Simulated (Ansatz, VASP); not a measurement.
One calculation of TlBr, two programs

```
Tl Br
1.0
     3.94619    0.00000    0.00000
     0.00000    3.94619    0.00000
     0.00000    0.00000    3.94619
Tl Br
1 1
Direct
  0.00000 0.00000 0.00000
  0.50000 0.50000 0.50000
```

Alike in both runs: task single point; functional r2SCAN; k mesh 2 × 2 × 2; no spin polarisation.

```csv
,VASP,Ansatz
version,VASP 6.6.1,Ansatz 0.2.0
potentials or method,"VASP PAW PBE potentials, release 64 (Tl_d, Br)",plane waves
plane-wave cutoff (eV),550,500
occupations,"gaussian, width 0.01 eV",fixed
valence electrons in the cell,20,20
```

Ansatz gave:

```
gap on the k mesh at the Fermi level (eV) : 2.11
pressure (GPa)                            : 4.5
```

Task: What did VASP give for the same quantities?

Result: gap on the k mesh at the Fermi level (eV): 2.11; pressure (GPa): 4.4.

VASP's potentials were made for PBE, not for r2SCAN.

The k mesh is coarse, so the values compare programs but aren't converged. Neither program's run includes spin-orbit coupling.
